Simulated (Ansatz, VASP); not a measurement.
**One calculation of Pd, two programs**

INCAR

```
ALGO = Normal
EDIFF = 1E-7
ENCUT = 520
GGA = PE
ISIF = 2
ISMEAR = 0
LASPH = T
LCHARG = T
LELF = T
LREAL = F
LVHAR = T
LWAVE = F
NBANDS = 11
NELM = 100
PREC = Accurate
SIGMA = 0.1
```

File KPOINTS:

```
k-points
0
Gamma
  6 6 8
```

The input POSCAR:

```
Pd
1.0
    1.7701950200     -1.9131494500      0.0000000000
    1.7701950200      1.9131494500      0.0000000000
    0.0000000000      0.0000000000      2.4561403900
Pd
1
Direct
    0.0000000000      0.0000000000      0.0000000000
```

Input for Ansatz:

```yaml
crystal:
  lattice:
    - [1.77019502, -1.91314945, 0.0]
    - [1.77019502, 1.91314945, 0.0]
    - [0.0, 0.0, 2.45614039]
  atoms:
    - { symbol: Pd, position: [0.0, 0.0, 0.0] }
basis:
  ecutwfc: 420
kpoints:
  mp_grid: { grid: [6, 6, 8] }
hamiltonian:
  xc: pbe
scf:
  occupations: { method: gaussian, width: 0.1 }
  lower_state_search: "off"
output:
  forces: true
  stress: true
  eigenvalues: true
```

Alike in both runs: task single point; functional PBE; k mesh 6 × 6 × 8; occupations gaussian, width 0.1 eV; no spin polarisation.

|  | VASP | Ansatz |
| --- | --- | --- |
| version | VASP 6.6.1 | Ansatz 0.2.0 |
| potentials or method | VASP PAW PBE potentials, release 64 (Pd), cutoff 520 eV | scalar-relativistic, plane waves, PAW |
| valence electrons in the cell | 10 | 18 |

VASP gave:

- gap on the k mesh at the Fermi level (eV): none
- pressure (GPa): 11.8
- traceless stress, the component that is largest in VASP (GPa): 13.28

**Question.** Which values does Ansatz return?

**Answer.** gap on the k mesh at the Fermi level (eV): none; pressure (GPa): 12.3; traceless stress, the component that is largest in VASP (GPa): 13.44.

A gap of «none» marks a metal or a gap that the smearing closes. The functional is the same, so the differences come from potentials, cutoffs and numerics. VASP's potentials hold 10 valence electrons a cell and Ansatz's 18, so a difference there can come from the potentials and not from the codes.

The k mesh is coarse, so the values compare programs but aren't converged.
